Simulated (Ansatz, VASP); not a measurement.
# Two plane-wave programs on KSc2MoF6

```
Mo K Sc F
1.0
     0.00000    4.11582    4.11582
     4.11582    0.00000    4.11582
     4.11582    4.11582    0.00000
Mo K Sc F
1 1 2 6
Cartesian
  0.0000 0.0000 0.0000
  4.1158 4.1158 4.1158
  2.0579 2.0579 2.0579
  6.1737 6.1737 6.1737
  1.8686 4.1158 4.1158
  4.1158 1.8686 4.1158
  6.3631 4.1158 4.1158
  4.1158 6.3631 4.1158
  4.1158 4.1158 1.8686
  4.1158 4.1158 6.3631
```

Alike in both runs: task single point; functional r2SCAN; k mesh 7 × 7 × 7; no spin polarisation.

|  | VASP | Ansatz |
| --- | --- | --- |
| version | VASP 6.6.1 | Ansatz 0.2.0 |
| potentials or method | VASP PAW PBE potentials, release 64 (Mo_sv, K_sv, Sc_sv, F), cutoff 520 eV | PAW plane waves |
| occupations | fermi-dirac, width 0.1 eV | fermi-dirac |
| valence electrons in the cell | 87 | 87 |

Ansatz gave:

* pressure (GPa): 24.3
* rms of the force components (eV/Å): 1.190

Estimate VASP's values.

pressure (GPa): 25.1; rms of the force components (eV/Å): 1.249.

VASP's potentials were made for PBE, not for r2SCAN. Atom by atom the forces differ by 0.059 eV/Å (rms over components).
